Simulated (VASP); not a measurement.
Set up this calculation in VASP 6.6.1, as the native input.

* Task: single point
* Functional: PBEsol
* Potentials or basis: VASP PAW PBE potentials, release 64 (W_sv, S)
* Cutoff: 520 eV
* k mesh: 10 × 10 × 10
* Occupations: fermi-dirac, width 0.05 eV
* Spin: no spin polarisation
* Dipole correction: no
* Further INCAR settings: ALGO = Normal; EDIFF = 1e-07; NBANDS = 20

The structure of WS2 lies in POSCAR:

```
WS2
1.0
    1.5790000000      0.9116360000      6.1633330000
   -1.5790000000      0.9116360000      6.1633330000
    0.0000000000     -1.8232720000      6.1633330000
W S
1 2
Direct
    0.0000000000      0.0000000000      0.0000000000
    0.2497000000      0.2497000000      0.2497000000
    0.4190000000      0.4190000000      0.4190000000
```

The input as run:

INCAR

```
SYSTEM = WS2
  PREC = Accurate
  ENCUT = 520
  EDIFF = 1E-7
  ISMEAR = -1
  SIGMA = 0.05
  LREAL = .FALSE.
  LASPH = .TRUE.
  NELM = 60
  ALGO = Normal
  ISIF = 2
  LWAVE = .FALSE.
  LCHARG = .TRUE.
  GGA = PS
  LELF = .TRUE.
  LVHAR = .TRUE.
  NBANDS = 20
```

KPOINTS

```
Automatic mesh
0
G
  10 10 10
  0 0 0
```

Potentials or basis: VASP PAW PBE potentials, release 64 (W_sv, S).

Launch:

```bash
$ cat potpaw_PBE.64/W_sv/POTCAR potpaw_PBE.64/S/POTCAR > POTCAR
$ mpirun -np 1 vasp_std > vasp.out
```

Results of the run:

| Quantity | Value |
| --- | --- |
| Pressure | -0.5 GPa |
| Largest force | 0.602 eV/Å |
| Band gap on the k mesh | 1.03 eV (least direct gap 2.24 eV) |

Caveat: the PAW data sets were made with another functional, which shifts forces and pressure a little; spin-orbit coupling is left out, which moves the levels of the heavy elements.

It took 4.4 min on 1 thread of Intel(R) Xeon(R) Platinum 8375C CPU @ 2.90GHz (Ice Lake), on a shared host, peak memory 0.37 GiB.
